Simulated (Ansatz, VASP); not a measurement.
## One calculation of As, two programs

INCAR

```
SYSTEM = As
PREC = Accurate
ENCUT = 520
EDIFF = 1E-6
ISMEAR = -1
SIGMA = 0.05
LREAL = .False.
LASPH = .True.
NELM = 60
ALGO = Normal
ISIF = 2
LWAVE = .False.
LCHARG = .False.
GGA = PS
NBANDS = 12
```

The input KPOINTS:

```
regular mesh
0
Gamma
  10 10 10
  0 0 0
```

The input POSCAR:

```
As
1.0
    1.8807968987      1.0858785957      3.5140619945
   -1.8807968987      1.0858785957      3.5140619945
    0.0000000000     -2.1717571915      3.5140619945
As
2
Direct
    0.7575600000      0.7875600000      0.7875600000
    0.2424400000      0.2124400000      0.2124400000
```

Input for Ansatz:

```yaml
crystal:
  lattice:
    - [1.8807968987, 1.0858785957, 3.5140619945]
    - [-1.8807968987, 1.0858785957, 3.5140619945]
    - [0.0, -2.1717571915, 3.5140619945]
  atoms:
    - { symbol: As, position: [0.75756, 0.78756, 0.78756] }
    - { symbol: As, position: [0.24244, 0.21244, 0.21244] }
kpoints:
  mp_grid: { grid: [10, 10, 10] }
scf:
  occupations: { method: fermi_dirac, width: 0.05 }
hamiltonian:
  xc: pbesol
  pseudopotentials: { kind: all_electron, lapw: { basis_error: 0.001 } }
output:
  forces: true
  stress: true
  eigenvalues: true
  populations: true
```

Change from the starting cell: shortest bond scaled by 0.94, LAPW.

Alike in both runs: task single point; functional PBEsol; k mesh 10 × 10 × 10; occupations fermi-dirac, width 0.05 eV; no spin polarisation.

|  | VASP | Ansatz |
| --- | --- | --- |
| version | VASP 6.6.1 | Ansatz 0.2.0 |
| potentials or method | VASP PAW PBE potentials, release 64 (As), cutoff 520 eV | all-electron LAPW, scalar-relativistic |

Ansatz gave:

```
pressure (GPa)                                                : 2.9
traceless stress, the component that is largest in VASP (GPa) : -3.56
rms of the force components (eV/Å)                            : 0.882
```

Question: Estimate VASP's values.

Answer: Pressure (GPa): 3.4; traceless stress, the component that is largest in VASP (GPa): -3.68; rms of the force components (eV/Å): 0.934.

VASP's potentials were made for PBE, not for PBEsol. Atom by atom the forces differ by 0.054 eV/Å (rms over components). Ansatz ran all-electron here, and VASP with PAW potentials.
